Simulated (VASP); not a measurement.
# Pd (Fd-3m) in VASP: notebook

The runs below take Pd through single point, with RPBE.

Program: VASP 6.6.1. These are calculated values, not measurements. Logs are shortened: lines on timing, memory, paths and dates and some standing lists are left out, and cuts for length are marked.

### Step 1. The cell of the first run

Symmetry: Fd-3m, No. 227, cubic system. Conventional cell: a = 5.650 Å, b = 5.650 Å, c = 5.650 Å, α = 90.00°, β = 90.00°, γ = 90.00°. Within 3.2 Å of Pd (site symmetry -43m) lie 4 Pd at 2.45 Å.

This isn't the form of Pd at room conditions, which is fcc.

### Step 2. Single point, RPBE, collinear spin (22.54 Å³/atom)

INCAR reads:

```
SYSTEM = Pd
ALGO = Normal
EDIFF = 1E-6
ENCUT = 520
GGA = RP
ISIF = 2
ISMEAR = -1
ISPIN = 2
LASPH = .True.
LCHARG = .True.
LELF = .True.
LMAXMIX = 4
LORBIT = 11
LREAL = .False.
LVHAR = .True.
LWAVE = .False.
MAGMOM = -0.447 -0.447
NBANDS = 21
NELM = 150
PREC = Accurate
SIGMA = 0.05
```

KPOINTS reads:

```
k-points
0
Gamma
  10 10 10
  0 0 0
```

POSCAR reads:

```
Pd
1.0
    0.0000000000      2.8248471633      2.8248471633
    2.8248471633      0.0000000000      2.8248471633
    2.8248471633      2.8248471633      0.0000000000
Pd
2
Direct
    0.1250000000      0.1250000000      0.1250000000
    0.8750000000      0.8750000000      0.8750000000
```

Potentials or basis: VASP PAW PBE potentials, release 64 (Pd).

The run is started by

```
cat potpaw_PBE.64/Pd/POTCAR > POTCAR
mpirun -np 1 vasp_std > vasp.out
```

OUTCAR:

```text
SYSTEM = Pd
   EDIFF = 1E-6
   ENCUT = 520
   GGA = RP
   ISIF = 2
   ISMEAR = -1
   ISPIN = 2
   LASPH = .True.
   LORBIT = 11
   LREAL = .False.
   NELM = 150
   PREC = Accurate

 ion  position               nearest neighbor table
   1  0.125  0.125  0.125-   2 2.45   2 2.45   2 2.45   2 2.45
   2  0.875  0.875  0.875-   1 2.45   1 2.45   1 2.45   1 2.45

  LATTYP: Found a face centered cubic cell.
 ALAT       =     5.6496943266

  Lattice vectors:

 A1 = (   0.0000000000,   2.8248471633,   2.8248471633)
 A2 = (   2.8248471633,   0.0000000000,   2.8248471633)
 A3 = (   2.8248471633,   2.8248471633,   0.0000000000)

Analysis of symmetry for initial positions (statically):
=====================================================================
 Subroutine PRICEL returns:
 Original cell was already a primitive cell.

 Routine SETGRP: Setting up the symmetry group for a
 face centered cubic supercell.

 Subroutine GETGRP returns: Found 48 space group operations
 (whereof 12 operations were pure point group operations)
 out of a pool of 48 trial point group operations.

The static configuration has the point symmetry D_3d.
 The point group associated with its full space group is O_h .

Analysis of symmetry for dynamics (positions and initial velocities):
=====================================================================
 Subroutine PRICEL returns:
 Original cell was already a primitive cell.

 Routine SETGRP: Setting up the symmetry group for a
 face centered cubic supercell.

 Subroutine GETGRP returns: Found 48 space group operations
 (whereof 12 operations were pure point group operations)
 out of a pool of 48 trial point group operations.

The dynamic configuration has the point symmetry D_3d.
 The point group associated with its full space group is O_h .

Analysis of structural, dynamic, and magnetic symmetry:
=====================================================================
 Subroutine PRICEL returns:
 Original cell was already a primitive cell.

 Routine SETGRP: Setting up the symmetry group for a
 face centered cubic supercell.

 Subroutine GETGRP returns: Found 48 space group operations
 (whereof 12 operations were pure point group operations)
 out of a pool of 48 trial point group operations.

The overall configuration has the point symmetry D_3d.
 The point group associated with its full space group is O_h .

 Subroutine INISYM returns: Found 48 space group operations
 (whereof 12 operations are pure point group operations),
 and found     1 'primitive' translations

----------------------------------------------------------------------------------------

                                     Primitive cell

  volume of cell :      45.0832

  direct lattice vectors                    reciprocal lattice vectors
     0.000000000  2.824847163  2.824847163    -0.177000726  0.177000726  0.177000726
     2.824847163  0.000000000  2.824847163     0.177000726 -0.177000726  0.177000726
     2.824847163  2.824847163  0.000000000     0.177000726  0.177000726 -0.177000726

  length of vectors
     3.994937170  3.994937170  3.994937170     0.306574251  0.306574251  0.306574251

  position of ions in fractional coordinates (direct lattice)
     0.125000000  0.125000000  0.125000000
     0.875000000  0.875000000  0.875000000

  ion indices of the primitive-cell ions
   primitive index   ion index
                 1           1
                 2           2

----------------------------------------------------------------------------------------

 KPOINTS: k-points

Automatic generation of k-mesh.
 Grid dimensions read from file:
 generate k-points for:   10   10   10

 Generating k-lattice:

  Cartesian coordinates                     Fractional coordinates (reciprocal lattice)
    -0.017700073  0.017700073  0.017700073     0.100000000  0.000000000  0.000000000
     0.017700073 -0.017700073  0.017700073     0.000000000  0.100000000  0.000000000
     0.017700073  0.017700073 -0.017700073     0.000000000  0.000000000  0.100000000

  Length of vectors
     0.030657425  0.030657425  0.030657425

  Shift w.r.t. Gamma in fractional coordinates (k-lattice)
     0.000000000  0.000000000  0.000000000

 Subroutine IBZKPT returns following result:
 ===========================================

 Found     47 irreducible k-points:

 Following reciprocal coordinates:
            Coordinates               Weight
  0.000000  0.000000  0.000000      1.000000
  0.100000  0.000000  0.000000      8.000000
  0.200000  0.000000  0.000000      8.000000
  0.300000  0.000000  0.000000      8.000000
  0.400000  0.000000  0.000000      8.000000
  0.500000  0.000000  0.000000      4.000000
[... 16 lines left out ...]
  0.300000  0.300000  0.000000      6.000000
  0.400000  0.300000  0.000000     24.000000
 [... further k-points ...]
   k-points           NKPTS =     47   k-points in BZ     NKDIM =     47   number of bands    NBANDS=     21
   number of dos      NEDOS =    301   number of ions     NIONS =      2
   total plane-waves  NPLWV =  27000
   dimension x,y,z NGX =    30 NGY =   30 NGZ =   30
   dimension x,y,z NGXF=    60 NGYF=   60 NGZF=   60
   ions per type =               2
   NGX,Y,Z   is equivalent  to a cutoff of  12.48, 12.48, 12.48 a.u.
   NGXF,Y,Z  is equivalent  to a cutoff of  24.97, 24.97, 24.97 a.u.
 SYSTEM =  Pd
   PREC   = accura    normal or accurate (medium, high low for compatibility)
   ISTART =      0    job   : 0-new  1-cont  2-samecut
   ICHARG =      2    charge: 1-file 2-atom 10-const
   ISPIN  =      2    spin polarized calculation?
   LNONCOLLINEAR =      F non collinear calculations
   LSORBIT =      F    spin-orbit coupling
   LASPH  =      T    aspherical Exc in radial PAW
   ENCUT  =  520.0 eV  38.22 Ry    6.18 a.u.   7.43  7.43  7.43*2*pi/ulx,y,z
   NELM   =    150;   NELMIN=  2; NELMDL= -5     # of ELM steps
   EDIFF  = 0.1E-05   stopping-criterion for ELM
   LREAL  =      F    real-space projection
   EDIFFG = 0.1E-04   stopping-criterion for IOM
   NSW    =      0    number of steps for IOM
   IBRION =     -1    ionic relax: 0-MD 1-quasi-New 2-CG
   NFREE  =      0    steps in history (QN), initial steepest desc. (CG)
   ISIF   =      2    stress and relaxation
   ISYM   =      2    0-nonsym 1-usesym 2-fastsym
   POTIM  = 0.5000    time-step for ionic-motion
   TEBEG  =    0.0;   TEEND  =   0.0 temperature during run
   PSTRESS=    0.0 pullay stress
   NELECT =      20.0000    total number of electrons
   NUPDOWN=      -1.0000    fix difference up-down
   EMIN   =  10.00;   EMAX   =-10.00  energy-range for DOS
   EFERMI =   0.00;   METHOD = LEGACY
   ISMEAR =    -1;   SIGMA  =   0.05  broadening in eV -4-tet -1-fermi 0-gaus
   EFERMI_NEDOS =   21; number of points for ismear=-14 and -15
   IALGO  =     38    algorithm
   IMIX   =      4    mixing-type and parameters
     AMIX     =   0.40;   BMIX     =  1.00
     AMIX_MAG =   1.60;   BMIX_MAG =  1.00
  volume/ion in A,a.u.               =      22.54       152.12
  Fermi-wavevector in a.u.,A,eV,Ry     =   1.248571  2.359457 21.210521  1.558929
  Thomas-Fermi vector in A             =   2.382651
   LORBIT       =     11    0 simple, 1 ext, 2 COOP (PROOUT), +10 PAW based schemes
   GGA     = RP    functional components
   LHFCALC =     F    Hartree Fock is set to
   AEXX    =    0.0000 exact exchange contribution
   IVDW    =     0    specifies the selected vdW correction
   LEPSILON=     F    determine dielectric tensor
   LRPA    =     F    only Hartree local field effects (RPA)
 spin polarized calculation
  energy-cutoff  :      520.00
  volume of cell :       45.08
 maximum number of plane-waves:      1243
 NGX is ok and might be reduce to    30
   NGX = 15   NGY = 15   NGZ = 15

 number of electron      20.0000002 magnetization      -0.9512724

 Free energy of the ion-electron system (eV)
  ---------------------------------------------------
  ext. energy  EPLUGINS =         0.00000000
  ---------------------------------------------------
  free energy    TOTEN  =        -7.09931979 eV

  energy without entropy =       -7.06678251  energy(sigma->0) =       -7.08305115

 E-fermi :   4.9760     XC(G=0): -10.2025

 val. band max:        4.9630312825   @ k =  -0.3000   0.3000   0.1000
 cond. band min:       4.9821682973   @ k =  -0.3000   0.3000   0.0000
 fundamental gap:      0.0191370149
 Fermi energy:         4.9760053294

 spin component 1

 k-point     1 :       0.0000    0.0000    0.0000
  band No.  band energies     occupation
      1       0.0973      1.00000
      2       1.3575      1.00000
      3       1.3575      1.00000
      4       1.5486      1.00000
      5       1.5486      1.00000
      6       1.5486      1.00000
[... 13 lines left out ...]
     20      19.4940      0.00000
     21      19.4940      0.00000
[... 529 lines left out ...]
 k-point    24 :       0.4000    0.3000    0.0000
  band No.  band energies     occupation
      1       0.8164      1.00000
      2       1.3772      1.00000
      3       1.4616      1.00000
      4       1.9229      1.00000
      5       2.2372      1.00000
      6       2.3203      1.00000
[... 13 lines left out ...]
     20      24.4517      0.00000
     21      25.7463      0.00000

 [... further k-points ...]

 spin component 2

 k-point     1 :       0.0000    0.0000    0.0000
  band No.  band energies     occupation
      1       0.0585      1.00000
      2       1.0767      1.00000
      3       1.0767      1.00000
      4       1.2386      1.00000
      5       1.2386      1.00000
      6       1.2386      1.00000
[... 13 lines left out ...]
     20      19.4494      0.00000
     21      19.4494      0.00000
[... 529 lines left out ...]
 k-point    24 :       0.4000    0.3000    0.0000
  band No.  band energies     occupation
      1       0.5373      1.00000
      2       1.0684      1.00000
      3       1.1366      1.00000
      4       1.6299      1.00000
      5       1.9398      1.00000
      6       2.2033      1.00000
[... 13 lines left out ...]
     20      24.4071      0.00000
     21      25.6778      0.00000

 [... further k-points ...]

------------------------ aborting loop because EDIFF is reached ----------------------------------------

  FORCE on cell =-STRESS in cart. coord.  units (eV):
  Direction    XX          YY          ZZ          XY          YZ          ZX
  --------------------------------------------------------------------------------------
  -------------------------------------------------------------------------------------
  Total        2.6708125      2.6708125      2.6708125      0.0000000      0.0000000     -0.0000000
  in kB       94.9159339     94.9159339     94.9159339      0.0000000      0.0000000     -0.0000000
  external PRESSURE =      94.9159339 kB  Pullay stress =       0.0000000 kB

 VOLUME and BASIS-vectors are now :
 -----------------------------------------------------------------------------
  energy-cutoff  :      520.00
  volume of cell :       45.08
      direct lattice vectors                 reciprocal lattice vectors
     0.000000000  2.824847163  2.824847163    -0.177000726  0.177000726  0.177000726
     2.824847163  0.000000000  2.824847163     0.177000726 -0.177000726  0.177000726
     2.824847163  2.824847163  0.000000000     0.177000726  0.177000726 -0.177000726

 POSITION                                       TOTAL-FORCE (eV/Angst)
 -----------------------------------------------------------------------------------
      0.70621      0.70621      0.70621         0.000000      0.000000      0.000000
      4.94348      4.94348      4.94348        -0.000000     -0.000000     -0.000000
 -----------------------------------------------------------------------------------
    total drift:                               -0.000000      0.000000      0.000000

  FREE ENERGIE OF THE ION-ELECTRON SYSTEM (eV)
  ---------------------------------------------------
  free  energy   TOTEN  =        -7.0993197887 eV

  energy  without entropy=       -7.0667825069  energy(sigma->0) =       -7.08305115

 total charge

# of ion       s       p       d       tot
------------------------------------------
    1        0.532   0.346   8.545   9.423
    2        0.532   0.346   8.545   9.423
--------------------------------------------------
tot          1.065   0.692  17.090  18.846

 magnetization (x)

# of ion       s       p       d       tot
------------------------------------------
    1        0.007   0.002  -0.474  -0.465
    2        0.007   0.002  -0.474  -0.465
--------------------------------------------------
tot          0.014   0.004  -0.947  -0.929
```

It took 41 s on 1 thread of AMD EPYC 9R45 (Zen 5), shared host; peak memory 0.19 GiB.

Results:

| Item | Value |
| --- | --- |
| Free energy | -7.0993 eV |
| Pressure | 9.5 GPa |
| Net moment | -0.95 μB per cell |
| Site moments | Pd -0.47 μB |
| Valence electrons inside the program's atomic spheres | Pd 9.42 |

Caveat: the cell stands under pressure; the PAW data sets were made with another functional, which shifts forces and pressure a little.

### Step 3. Single point, RPBE, collinear spin (23.57 Å³/atom)

This run uses another cell than the first one, of 23.57 Å³/atom.

INCAR reads:

```
SYSTEM = Pd
PREC = Accurate
ENCUT = 520
EDIFF = 1E-7
ISMEAR = -1
SIGMA = 0.05
LREAL = .FALSE.
LASPH = .TRUE.
NELM = 150
ALGO = Normal
ISIF = 2
LWAVE = .FALSE.
LCHARG = .TRUE.
ISPIN = 2
MAGMOM = -0.447 -0.447
LORBIT = 11
LMAXMIX = 4
GGA = RP
LELF = .TRUE.
LVHAR = .TRUE.
NBANDS = 21
```

KPOINTS reads:

```
regular mesh
0
G
  10 10 10
  0 0 0
```

POSCAR reads:

```
Pd
1.0
    0.0000000000      2.8670152781      2.8670152781
    2.8670152781      0.0000000000      2.8670152781
    2.8670152781      2.8670152781      0.0000000000
Pd
2
Direct
    0.1250000000      0.1250000000      0.1250000000
    0.8750000000      0.8750000000      0.8750000000
```

Potentials or basis: VASP PAW PBE potentials, release 64 (Pd).

The run is started by

```
cat potpaw_PBE.64/Pd/POTCAR > POTCAR
mpirun -np 1 vasp_std > vasp.out
```

It took 47 s on 1 thread of AMD EPYC 9R45 (Zen 5), shared host; peak memory 0.19 GiB.

It converged, with:

```
Free energy                                           : -7.1939 eV
Pressure                                              : 5.4 GPa
Net moment                                            : -0.94 μB per cell
Site moments                                          : Pd -0.46 μB
Valence electrons inside the program's atomic spheres : Pd 9.36
```

Levels at points of the mesh, in eV from the Fermi level:
Spin up:
```tsv
k point	band 6	band 7	band 8	band 9	band 10	band 11	band 12	band 13	band 14	band 15
(0.00, 0.00, 0.00)	-3.23	-1.25	-1.25	-1.25	-0.06	-0.06	11.88	11.88	11.88	12.33
(0.50, 0.00, 0.00)	-3.04	-0.95	-0.95	-0.21	-0.21	-0.07	1.43	8.68	8.68	10.63
(0.50, 0.50, 0.00)	-1.89	-1.79	-1.79	-0.02	-0.02	2.04	2.04	4.87	4.87	9.66
```
Spin down:
```
           k point  band 7  band 8  band 9  band 10  band 11  band 12  band 13  band 14  band 15  band 16
(0.00, 0.00, 0.00)   -1.60   -1.60   -1.60    -0.41    -0.41    11.80    11.80    11.80    12.23    12.23
(0.50, 0.00, 0.00)   -1.27   -1.27   -0.59    -0.59    -0.08     1.16     8.61     8.61    10.61    12.63
(0.50, 0.50, 0.00)   -2.09   -2.09   -0.41    -0.41     1.86     1.86     4.85     4.85     9.55     9.55
```

Caveat: the cell stands under pressure; the PAW data sets were made with another functional, which shifts forces and pressure a little.

(Continued in part 2 of 2.)
